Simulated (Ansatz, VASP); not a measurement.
# Two plane-wave programs on Mg

```
CELL_PARAMETERS angstrom
-1.77276 1.77276 1.77276
1.77276 -1.77276 1.77276
1.77276 1.77276 -1.77276
ATOMIC_POSITIONS crystal
Mg 0.00000 0.00000 0.00000
```

Alike in both runs: task relaxation of cell and atoms; functional PBEsol; k mesh 16 × 16 × 16; occupations gaussian, width 0.1 eV; no spin polarisation.

|  | VASP | Ansatz |
| --- | --- | --- |
| version | VASP 6.6.1 | Ansatz 0.2.0 |
| potentials or method | VASP PAW PBE potentials, release 64 (Mg), cutoff 600 eV | scalar-relativistic, plane waves, PAW |
| valence electrons in the cell | 2 | 10 |

VASP gave:

| Property | Result |
| --- | --- |
| gap on the k mesh at the Fermi level, each at its own relaxed structure (eV) | none |
| relaxed volume (Å³/atom) | 22.47 |
| relaxed cell length with the largest relative difference (Å) | 3.079 |

Q: What did Ansatz give for the same quantities?

A: gap on the k mesh at the Fermi level, each at its own relaxed structure (eV): none; relaxed volume (Å³/atom): 22.50; relaxed cell length with the largest relative difference (Å): 3.080.

VASP's potentials were made for PBE, not for PBEsol. A gap of «none» marks a metal or a gap that the smearing closes. VASP's potentials hold 2 valence electrons a cell and Ansatz's 10, so a difference there can come from the potentials and not from the codes.
